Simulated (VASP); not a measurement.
Here is a VASP 6.6.1 calculation.

The input INCAR:

```
ALGO     = Fast           # electronic algorithm
EDIFF    = 1E-6           # SCF threshold, eV
EDIFFG   = -0.04          # ionic threshold
ENCUT    = 600            # plane-wave cutoff, eV
GGA      = PE             # functional
IBRION   = 2              # ionic algorithm
ISIF     = 3              # what is computed and relaxed
ISMEAR   = 0              # smearing method
ISPIN    = 2              # spin polarisation
LASPH    = True           # aspherical terms in the spheres
LCHARG   = False          # write CHGCAR
LMAXMIX  = 4              # l up to which the mixer works
LORBIT   = 11             # projections on sites
LREAL    = False          # projectors in reciprocal space
LWAVE    = False          # write WAVECAR
MAGMOM   = 0 0 1.01 1.01  # initial moments
NELM     = 150            # most SCF steps
NSW      = 90             # ionic steps
PREC     = Accurate       # precision mode
SIGMA    = 0.1            # smearing width, eV
```

Contents of KPOINTS:

```
k-points
0
Gamma
  6 6 6
```

Contents of POSCAR:

```
GaCo
1.0
    0.0000000000      2.8827075894      2.8827075894
    2.8827075894      0.0000000000      2.8827075894
    2.8827075894      2.8827075894      0.0000000000
Ga Co
2 2
Direct
    0.5000000000      0.5000000000      0.5000000000
    0.7500000000      0.7500000000      0.7500000000
    0.0000000000      0.0000000000      0.0000000000
    0.2500000000      0.2500000000      0.2500000000
```

Potentials or basis: VASP PAW PBE potentials, release 64 (Ga_d, Co).

Command:

```bash
$ cat potpaw_PBE.64/Ga_d/POTCAR potpaw_PBE.64/Co/POTCAR > POTCAR
$ mpirun -np 1 vasp_std > vasp.out
```

Q: What does it give for the relaxed volume?

A: 12.63 Å³/atom.

Q: Estimate the space group after relaxing (to 0.05 Å).

A: Fd-3m (No. 227).

Q: What does it give for the relaxed cell?

A: a = 4.150 Å, b = 4.150 Å, c = 4.150 Å, α = 60.00°, β = 60.00°, γ = 60.00°.

Q: Estimate the site moments.

A: Ga -0.02; Co +1.10 μB.

The path:
| step | energy change (eV) | largest force (eV/Å) | pressure (GPa) | volume (Å³) |
| --- | --- | --- | --- | --- |
| 1 | 0.0000 | 0.0000 | 7.99 | 47.91 |
| 2 | -0.0412 | 0.0000 | -3.80 | 52.17 |
| 3 | -0.0618 | 0.0000 | -0.05 | 50.53 |
